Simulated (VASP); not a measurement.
# GaP (F-43m) in VASP: a series of runs

The runs below take GaP through single point, with r2SCAN.

Everything below comes from runs of VASP 6.6.1. Logs are shortened: lines on timing, memory, paths and dates and some standing lists are left out, and cuts for length are marked.

**The experiment to reproduce.**

From “Stacking defects in GaP nanowires: Electronic structure and optical properties”, 2018, arxiv:1810.01194, for a bulk crystal of GaP at 10 K: band gap 2.34 eV (indirect).

How close the calculation comes is told below.

**1. The cell of the first run**

The structure is cubic, space group F-43m (No. 216). Conventional cell: a = 5.499 Å, b = 5.499 Å, c = 5.499 Å, α = 90.00°, β = 90.00°, γ = 90.00°. Ga (site symmetry -43m) has 4 P at 2.38 Å within 3.1 Å. P (site symmetry -43m) has 4 Ga at 2.38 Å within 3.1 Å.

**2. Single point, r2SCAN**

The input, POSCAR:

```
GaP
1.0
    0.0000000000      2.7492622505      2.7492622505
    2.7492622505      0.0000000000      2.7492622505
    2.7492622505      2.7492622505      0.0000000000
Ga P
1 1
Direct
    0.0000000000      0.0000000000      0.0000000000
    0.2500000000      0.2500000000      0.2500000000
```

The input, INCAR.step1:

```
  PREC = Accurate
  ENCUT = 520
  ISMEAR = 0
  SIGMA = 0.01
  LREAL = False
  LASPH = True
  NELM = 80
  NBANDS = 16
  GGA = PE
  ALGO = Normal
  EDIFF = 1E-4
  LWAVE = True
  LCHARG = False
```

The input, INCAR.step2:

```
  PREC = Accurate
  ENCUT = 520
  EDIFF = 1E-7
  ISMEAR = 0
  SIGMA = 0.01
  LREAL = False
  LASPH = True
  NELM = 80
  ALGO = Normal
  ISIF = 2
  LWAVE = False
  LCHARG = False
  METAGGA = R2SCAN
  LMIXTAU = True
  NBANDS = 16
  ISTART = 1
```

The input, KPOINTS:

```
Automatic mesh
0
Gamma
  6 6 6
```

Potentials or basis: VASP PAW PBE potentials, release 64 (Ga_d, P).

The run is started by

```
$ cat potpaw_PBE.64/Ga_d/POTCAR potpaw_PBE.64/P/POTCAR > POTCAR
$ cp INCAR.step1 INCAR
$ mpirun -np 1 vasp_std > vasp.out
$ cp INCAR.step2 INCAR
$ mpirun -np 1 vasp_std > vasp.out
```

OUTCAR:

```text
PREC = Accurate
   ENCUT = 520
   EDIFF = 1E-7
   ISMEAR = 0
   LREAL = False
   LASPH = True
   NELM = 80
   ISIF = 2
   METAGGA = R2SCAN
   ISTART = 1

 ion  position               nearest neighbor table
   1  0.000  0.000  0.000-   2 2.38   2 2.38   2 2.38   2 2.38
   2  0.250  0.250  0.250-   1 2.38   1 2.38   1 2.38   1 2.38

  LATTYP: Found a face centered cubic cell.
 ALAT       =     5.4985245010

  Lattice vectors:

 A1 = (   0.0000000000,   2.7492622505,   2.7492622505)
 A2 = (   2.7492622505,   0.0000000000,   2.7492622505)
 A3 = (   2.7492622505,   2.7492622505,   0.0000000000)

Analysis of symmetry for initial positions (statically):
=====================================================================
 Subroutine PRICEL returns:
 Original cell was already a primitive cell.

 Routine SETGRP: Setting up the symmetry group for a
 face centered cubic supercell.

 Subroutine GETGRP returns: Found 24 space group operations
 (whereof 24 operations were pure point group operations)
 out of a pool of 48 trial point group operations.

The static configuration has the point symmetry T_d .

Analysis of symmetry for dynamics (positions and initial velocities):
=====================================================================
 Subroutine PRICEL returns:
 Original cell was already a primitive cell.

 Routine SETGRP: Setting up the symmetry group for a
 face centered cubic supercell.

 Subroutine GETGRP returns: Found 24 space group operations
 (whereof 24 operations were pure point group operations)
 out of a pool of 48 trial point group operations.

The dynamic configuration has the point symmetry T_d .

 Subroutine INISYM returns: Found 24 space group operations
 (whereof 24 operations are pure point group operations),
 and found     1 'primitive' translations

----------------------------------------------------------------------------------------

                                     Primitive cell

  volume of cell :      41.5603

  direct lattice vectors                    reciprocal lattice vectors
     0.000000000  2.749262251  2.749262251    -0.181866972  0.181866972  0.181866972
     2.749262251  0.000000000  2.749262251     0.181866972 -0.181866972  0.181866972
     2.749262251  2.749262251  0.000000000     0.181866972  0.181866972 -0.181866972

  length of vectors
     3.888043961  3.888043961  3.888043961     0.315002835  0.315002835  0.315002835

  position of ions in fractional coordinates (direct lattice)
     0.000000000  0.000000000  0.000000000
     0.250000000  0.250000000  0.250000000

  ion indices of the primitive-cell ions
   primitive index   ion index
                 1           1
                 2           2

----------------------------------------------------------------------------------------

 KPOINTS: Automatic mesh

Automatic generation of k-mesh.
 Grid dimensions read from file:
 generate k-points for:    6    6    6

 Generating k-lattice:

  Cartesian coordinates                     Fractional coordinates (reciprocal lattice)
    -0.030311162  0.030311162  0.030311162     0.166666667  0.000000000  0.000000000
     0.030311162 -0.030311162  0.030311162     0.000000000  0.166666667  0.000000000
     0.030311162  0.030311162 -0.030311162     0.000000000  0.000000000  0.166666667

  Length of vectors
     0.052500473  0.052500473  0.052500473

  Shift w.r.t. Gamma in fractional coordinates (k-lattice)
     0.000000000  0.000000000  0.000000000

 Subroutine IBZKPT returns following result:
 ===========================================

 Found     16 irreducible k-points:

 Following reciprocal coordinates:
            Coordinates               Weight
  0.000000  0.000000  0.000000      1.000000
  0.166667  0.000000  0.000000      8.000000
  0.333333  0.000000  0.000000      8.000000
  0.500000  0.000000  0.000000      4.000000
  0.166667  0.166667  0.000000      6.000000
  0.333333  0.166667  0.000000     24.000000
[... 8 lines left out ...]
 -0.333333  0.333333  0.166667     24.000000
 -0.333333  0.500000  0.166667     12.000000
   k-points           NKPTS =     16   k-points in BZ     NKDIM =     16   number of bands    NBANDS=     16
   number of dos      NEDOS =    301   number of ions     NIONS =      2
   total plane-waves  NPLWV =  27000
   dimension x,y,z NGX =    30 NGY =   30 NGZ =   30
   dimension x,y,z NGXF=    60 NGYF=   60 NGZF=   60
   ions per type =               1   1
   NGX,Y,Z   is equivalent  to a cutoff of  12.83, 12.83, 12.83 a.u.
   NGXF,Y,Z  is equivalent  to a cutoff of  25.65, 25.65, 25.65 a.u.
 SYSTEM =  unknown system
   PREC   = accura    normal or accurate (medium, high low for compatibility)
   ISTART =      1    job   : 0-new  1-cont  2-samecut
   ICHARG =      0    charge: 1-file 2-atom 10-const
   ISPIN  =      1    spin polarized calculation?
   LNONCOLLINEAR =      F non collinear calculations
   LSORBIT =      F    spin-orbit coupling
   LASPH  =      T    aspherical Exc in radial PAW
   ENCUT  =  520.0 eV  38.22 Ry    6.18 a.u.   7.23  7.23  7.23*2*pi/ulx,y,z
   NELM   =     80;   NELMIN=  2; NELMDL=  0     # of ELM steps
   EDIFF  = 0.1E-06   stopping-criterion for ELM
   LREAL  =      F    real-space projection
   EDIFFG = 0.1E-05   stopping-criterion for IOM
   NSW    =      0    number of steps for IOM
   IBRION =     -1    ionic relax: 0-MD 1-quasi-New 2-CG
   NFREE  =      0    steps in history (QN), initial steepest desc. (CG)
   ISIF   =      2    stress and relaxation
   ISYM   =      2    0-nonsym 1-usesym 2-fastsym
   POTIM  = 0.5000    time-step for ionic-motion
   TEBEG  =    0.0;   TEEND  =   0.0 temperature during run
   PSTRESS=    0.0 pullay stress
   NELECT =      18.0000    total number of electrons
   NUPDOWN=      -1.0000    fix difference up-down
   EMIN   =  10.00;   EMAX   =-10.00  energy-range for DOS
   EFERMI =   0.00;   METHOD = LEGACY
   ISMEAR =     0;   SIGMA  =   0.01  broadening in eV -4-tet -1-fermi 0-gaus
   EFERMI_NEDOS =   21; number of points for ismear=-14 and -15
   IALGO  =     38    algorithm
   IMIX   =      4    mixing-type and parameters
     AMIX     =   0.40;   BMIX     =  1.00
     AMIX_MAG =   1.60;   BMIX_MAG =  1.00
  volume/ion in A,a.u.               =      20.78       140.23
  Fermi-wavevector in a.u.,A,eV,Ry     =   1.238624  2.340660 20.873915  1.534189
  Thomas-Fermi vector in A             =   2.373142
   LORBIT       =      0    0 simple, 1 ext, 2 COOP (PROOUT), +10 PAW based schemes
   METAGGA = R2SCAN    functional components
   LHFCALC =     F    Hartree Fock is set to
   AEXX    =    0.0000 exact exchange contribution
   IVDW    =     0    specifies the selected vdW correction
   LEPSILON=     F    determine dielectric tensor
   LRPA    =     F    only Hartree local field effects (RPA)
 non-spin polarized calculation
 Gauss-broadening in eV      SIGMA  =   0.01
  energy-cutoff  :      520.00
  volume of cell :       41.56
 maximum number of plane-waves:      1139
 NGX is ok and might be reduce to    30
   NGX = 15   NGY = 15   NGZ = 15

 number of electron      18.0000001 magnetization

 Free energy of the ion-electron system (eV)
  ---------------------------------------------------
  ext. energy  EPLUGINS =         0.00000000
  ---------------------------------------------------
  free energy    TOTEN  =       -21.44350343 eV

  energy without entropy =      -21.44350343  energy(sigma->0) =      -21.44350343

 E-fermi :   4.2950     XC(G=0): -10.4189

 val. band max:        4.2004444224   @ k =   0.0000   0.0000   0.0000
 cond. band min:       6.1519219246   @ k =   0.5000   0.0000   0.0000
 fundamental gap:      1.9514775022
 Fermi energy:         4.2950078390

 k-point     1 :       0.0000    0.0000    0.0000
  band No.  band energies     occupation
      1     -10.7543      2.00000
      2     -10.7543      2.00000
      3     -10.7543      2.00000
      4     -10.6489      2.00000
      5     -10.6489      2.00000
      6      -8.6201      2.00000
[... 8 lines left out ...]
     15      14.4359      0.00000
     16      14.4359      0.00000

 k-point     2 :       0.1667    0.0000    0.0000
  band No.  band energies     occupation
      1     -10.7778      2.00000
      2     -10.7466      2.00000
      3     -10.7465      2.00000
      4     -10.6487      2.00000
      5     -10.6487      2.00000
      6      -8.2581      2.00000
[... 8 lines left out ...]
     15      13.6268      0.00000
     16      14.7937      0.00000

 k-point     3 :       0.3333    0.0000    0.0000
  band No.  band energies     occupation
      1     -10.8188      2.00000
      2     -10.7338      2.00000
      3     -10.7337      2.00000
      4     -10.6455      2.00000
      5     -10.6455      2.00000
      6      -7.3025      2.00000
[... 8 lines left out ...]
     15      14.3314      0.00000
     16      14.4350      0.00000

 k-point     4 :       0.5000    0.0000    0.0000
  band No.  band energies     occupation
      1     -10.8372      2.00000
      2     -10.7290      2.00000
      3     -10.7290      2.00000
      4     -10.6422      2.00000
      5     -10.6422      2.00000
      6      -6.5470      2.00000
[... 8 lines left out ...]
     15      16.4413      0.00000
     16      16.4413      0.00000
[... 172 lines left out ...]
 k-point    14 :       0.5000    0.3333    0.1667
  band No.  band energies     occupation
      1     -10.8434      2.00000
      2     -10.7194      2.00000
      3     -10.7093      2.00000
      4     -10.6622      2.00000
      5     -10.6383      2.00000
      6      -6.5226      2.00000
[... 8 lines left out ...]
     15      16.5557      0.00000
     16      18.0800      0.00000

 k-point    15 :      -0.3333    0.3333    0.1667
  band No.  band energies     occupation
      1     -10.8500      2.00000
      2     -10.7189      2.00000
      3     -10.7025      2.00000
      4     -10.6592      2.00000
      5     -10.6413      2.00000
      6      -5.8823      2.00000
[... 8 lines left out ...]
     15      17.2538      0.00000
     16      17.5647      0.00000

 k-point    16 :      -0.3333    0.5000    0.1667
  band No.  band energies     occupation
      1     -10.8607      2.00000
      2     -10.7083      2.00000
      3     -10.6938      2.00000
      4     -10.6692      2.00000
      5     -10.6358      2.00000
      6      -5.5835      2.00000
[... 8 lines left out ...]
     15      16.6550      0.00000
     16      18.4073      0.00000

------------------------ aborting loop because EDIFF is reached ----------------------------------------

  FORCE on cell =-STRESS in cart. coord.  units (eV):
  Direction    XX          YY          ZZ          XY          YZ          ZX
  --------------------------------------------------------------------------------------
  -------------------------------------------------------------------------------------
  Total       -0.5650566     -0.5650566     -0.5650566      0.0000000      0.0000000      0.0000000
  in kB      -21.7833199    -21.7833199    -21.7833199      0.0000000      0.0000000      0.0000000
  external PRESSURE =     -21.7833199 kB  Pullay stress =       0.0000000 kB

 VOLUME and BASIS-vectors are now :
 -----------------------------------------------------------------------------
  energy-cutoff  :      520.00
  volume of cell :       41.56
      direct lattice vectors                 reciprocal lattice vectors
     0.000000000  2.749262251  2.749262251    -0.181866972  0.181866972  0.181866972
     2.749262251  0.000000000  2.749262251     0.181866972 -0.181866972  0.181866972
     2.749262251  2.749262251  0.000000000     0.181866972  0.181866972 -0.181866972

 POSITION                                       TOTAL-FORCE (eV/Angst)
 -----------------------------------------------------------------------------------
      0.00000      0.00000      0.00000         0.000000      0.000000      0.000000
      1.37463      1.37463      1.37463        -0.000000     -0.000000     -0.000000
 -----------------------------------------------------------------------------------
    total drift:                                0.000006      0.000006      0.000006

  FREE ENERGIE OF THE ION-ELECTRON SYSTEM (eV)
  ---------------------------------------------------
  free  energy   TOTEN  =       -21.4435034283 eV

  energy  without entropy=      -21.4435034283  energy(sigma->0) =      -21.44350343
```

It took 2 min on 1 thread of AMD EPYC 7R13, shared host; peak memory 0.14 GiB.

What came out:

```
Free energy            : -21.4435 eV
Pressure               : -2.2 GPa
Band gap on the k mesh : 1.95 eV, indirect (least direct gap 2.11 eV)
```

Caveat: the PAW data sets were made with another functional, which shifts forces and pressure a little.

**3. Single point, r2SCAN**

This run uses another cell than the first one, of 21.32 Å³/atom, 1.026 times its volume.

The input, POSCAR:

```
GaP
1.0
    0.0000000000      2.7728622224      2.7728622224
    2.7728622224      0.0000000000      2.7728622224
    2.7728622224      2.7728622224      0.0000000000
Ga P
1 1
Direct
    0.0000000000      0.0000000000      0.0000000000
    0.2500000000      0.2500000000      0.2500000000
```

The input, INCAR.step1:

```
SYSTEM = GaP
  PREC = Accurate
  ENCUT = 520
  ISMEAR = 0
  SIGMA = 0.01
  LREAL = .FALSE.
  LASPH = .TRUE.
  NELM = 100
  NBANDS = 16
  GGA = PE
  ALGO = Normal
  EDIFF = 1E-4
  LWAVE = .TRUE.
  LCHARG = .FALSE.
```

The input, INCAR.step2:

```
SYSTEM = GaP
  PREC = Accurate
  ENCUT = 520
  EDIFF = 1E-6
  ISMEAR = 0
  SIGMA = 0.01
  LREAL = .FALSE.
  LASPH = .TRUE.
  NELM = 100
  ALGO = Normal
  ISIF = 2
  LWAVE = .FALSE.
  LCHARG = .FALSE.
  METAGGA = R2SCAN
  LMIXTAU = .TRUE.
  NBANDS = 16
  ISTART = 1
```

The input, KPOINTS:

```
regular mesh
0
G
  6 6 6
  0 0 0
```

Potentials or basis: VASP PAW PBE potentials, release 64 (Ga_d, P).

The run is started by

```
$ cat potpaw_PBE.64/Ga_d/POTCAR potpaw_PBE.64/P/POTCAR > POTCAR
$ cp INCAR.step1 INCAR
$ mpirun -np 1 vasp_std > vasp.out
$ cp INCAR.step2 INCAR
$ mpirun -np 1 vasp_std > vasp.out
```

It took 1.8 min on 1 thread of AMD EPYC 7R13, shared host; peak memory 0.14 GiB.

It converged, with:

```yaml
Free_energy: -21.4223 eV
Pressure: -4.1 GPa
Band_gap_on_the_k_mesh: 1.87 eV, indirect (least direct gap 1.89 eV)
```

Levels at points of the mesh, in eV from the valence-band top:
| k point | band 6 | band 7 | band 8 | band 9 | band 10 | band 11 | band 12 | band 13 |
| --- | --- | --- | --- | --- | --- | --- | --- | --- |
| (0.00, 0.00, 0.00) | -12.63 | 0.00 | 0.00 | 0.00 | 1.89 | 4.20 | 4.20 | 4.20 |
| (0.50, 0.00, 0.00) | -10.64 | -6.55 | -1.09 | -1.09 | 1.87 | 5.06 | 5.06 | 8.70 |
| (0.50, 0.50, 0.00) | -9.78 | -6.71 | -2.62 | -2.62 | 2.01 | 2.14 | 10.94 | 10.94 |

Caveat: the PAW data sets were made with another functional, which shifts forces and pressure a little. r2SCAN opens gaps a little over a GGA but as a rule still falls short of measured ones.

**4. Single point, r2SCAN**

This run uses another cell than the first one, of 21.86 Å³/atom, 1.052 times its volume.

The input, POSCAR:

```
GaP
1.0
    0.0000000000      2.7960671692      2.7960671692
    2.7960671692      0.0000000000      2.7960671692
    2.7960671692      2.7960671692      0.0000000000
Ga P
1 1
Direct
    0.0000000000      0.0000000000      0.0000000000
    0.2500000000      0.2500000000      0.2500000000
```

The input, INCAR.step1:

```
PREC = Accurate ; ENCUT = 520
ISMEAR = 0 ; SIGMA = 0.01
LREAL = False ; LASPH = True
NELM = 80 ; NBANDS = 16
GGA = PE ; ALGO = Normal
EDIFF = 1E-4 ; LWAVE = True
LCHARG = False
```

The input, INCAR.step2:

```
PREC = Accurate ; ENCUT = 520
EDIFF = 1E-6 ; ISMEAR = 0
SIGMA = 0.01 ; LREAL = False
LASPH = True ; NELM = 80
ALGO = Normal ; ISIF = 2
LWAVE = False ; LCHARG = True
METAGGA = R2SCAN ; LMIXTAU = True
LELF = True ; LVHAR = True
NBANDS = 16 ; ISTART = 1
```

The input, KPOINTS:

```
regular mesh
0
Gamma
  6 6 6
```

The run is started by

```
$ cat potpaw_PBE.64/Ga_d/POTCAR potpaw_PBE.64/P/POTCAR > POTCAR
$ cp INCAR.step1 INCAR
$ mpirun -np 1 vasp_std > vasp.out
$ cp INCAR.step2 INCAR
$ mpirun -np 1 vasp_std > vasp.out
```

Wall time 1.7 min (1 thread of AMD EPYC 7R13, shared host); peak memory 0.14 GiB.

It converged, with:

| Property | Result |
| --- | --- |
| Free energy | -21.3893 eV |
| Pressure | -5.7 GPa |
| Band gap on the k mesh | 1.68 eV, direct |

Levels at points of the mesh, in eV from the valence-band top:
| k point | band 7 | band 8 | band 9 | band 10 | band 11 | band 12 |
| --- | --- | --- | --- | --- | --- | --- |
| (0.00, 0.00, 0.00) | 0.00 | 0.00 | 0.00 | 1.68 | 4.20 | 4.20 |
| (0.50, 0.00, 0.00) | -6.42 | -1.06 | -1.06 | 1.79 | 5.06 | 5.07 |
| (0.50, 0.50, 0.00) | -6.60 | -2.53 | -2.53 | 2.06 | 2.15 | 10.75 |

Caveat: the PAW data sets were made with another functional, which shifts forces and pressure a little.

**5. Summary**

```tsv
cell	gap on the mesh (eV)	pressure (GPa)
a = 3.888 Å, angles 60.0°, 2 atoms	1.95	-2.2
a = 3.921 Å, angles 60.0°, 2 atoms	1.87	-4.1
a = 3.954 Å, angles 60.0°, 2 atoms	1.68	-5.7
```

Alike in all rows: task single point; level r2SCAN; potentials or basis VASP PAW PBE potentials, release 64 (Ga_d, P); no spin polarisation; k mesh 6 × 6 × 6; cutoff (eV) 520; smearing gaussian 0.01 eV.

Caveats: the PAW data sets were made with another functional, which shifts forces and pressure a little.

Absolute energies hang on the potentials; compare differences alone.

**6. Comparison with measurements**

Step 2. Measured gap of GaP: 2.34 eV (indirect; 10 K; quoted in “Stacking defects in GaP nanowires: Electronic structure and optical properties”, 2018, arxiv:1810.01194). This calculation gives 1.95 eV (-0.39 eV). Spin-orbit coupling on Ga is left out. The value is that of r2SCAN on a finite k mesh, which can miss the band edges, without temperature or zero-point motion.
